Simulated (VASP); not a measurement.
A run of VASP 6.6.1:

Contents of INCAR:

```
SYSTEM = Rb3Ba
PREC     = Accurate       ! precision mode
ENCUT    = 520            ! plane-wave cutoff, eV
EDIFF    = 1E-6           ! SCF threshold, eV
ISMEAR   = 1              ! smearing method
SIGMA    = 0.3            ! smearing width, eV
LREAL    = .False.        ! projectors in reciprocal space
LASPH    = .True.         ! aspherical terms in the spheres
NELM     = 100            ! most SCF steps
ALGO     = Normal         ! electronic algorithm
ISIF     = 2              ! what is computed and relaxed
LWAVE    = .False.        ! write WAVECAR
LCHARG   = .False.        ! write CHGCAR
GGA      = PE             ! functional
NBANDS   = 26             ! bands
ISYM     = 0
```

KPOINTS

```
Automatic mesh
0
Gamma
  3 3 4
  0 0 0
```

The input POSCAR:

```
Rb3Ba
1.0
   -3.3714590000      3.3714590000      7.3713480000
    3.3714590000     -3.3714590000      7.3713480000
    3.3714590000      3.3714590000     -7.3713480000
Rb Ba
3 1
Direct
    0.7500000000      0.2500000000      0.5000000000
    0.2500000000      0.7500000000      0.5000000000
    0.5000000000      0.5000000000      0.0000000000
    0.0000000000      0.0000000000      0.0000000000
```

Potentials or basis: VASP PAW PBE potentials, release 64 (Rb_sv, Ba_sv).

The run is started by

```console
$ cat potpaw_PBE.64/Rb_sv/POTCAR potpaw_PBE.64/Ba_sv/POTCAR > POTCAR
$ mpirun -np 1 vasp_std > vasp.out
```

Hardware: 1 thread of Intel Xeon 8259CL, on a shared host.

Q: How long does it take, and how much memory?

A: Wall time 7.2 min on 1 thread of Intel Xeon 8259CL, with other jobs on the host, peak memory 0.76 GiB. Counts: scf iterations 12, k points 19.
